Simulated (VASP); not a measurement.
**Sr: single point with PBEsol**

The system is Sr.

```
Sr
1.0
    -2.12563    2.12563    2.12563
     2.12563   -2.12563    2.12563
     2.12563    2.12563   -2.12563
Sr
1
Direct
  0.00000 0.00000 0.00000
```

This cell differs from its parent crystal: volume scaled by 0.75.

```yaml
Program: VASP 6.6.1
Task: single point
Functional: PBEsol
Potentials_or_basis: VASP PAW PBE potentials, release 64 (Sr_sv)
Cutoff: 520 eV
k_mesh: 11 × 11 × 11
Occupations: fermi-dirac, width 0.08 eV
Spin: no spin polarisation
```

```
Pressure               : 5.6 GPa
Band gap on the k mesh : zero (band 5 reaches 3.29 eV, above the bottom of band 6 at 2.19 eV)
```

Levels at points of the mesh, in eV from the Fermi level:
```tsv
k point	band 1	band 2	band 3	band 4	band 5	band 6	band 7	band 8	band 9	band 10
(0.00, 0.00, 0.00)	-35.80	-17.54	-17.54	-17.54	-4.01	2.88	2.88	2.88	4.73	4.73
```

Wall time 8.6 s on 1 thread of Intel(R) Xeon(R) 6975P-C (Granite Rapids), with other jobs on the host, peak memory 0.16 GiB.

Caveat: the PAW data sets were made with another functional, which shifts forces and pressure a little.
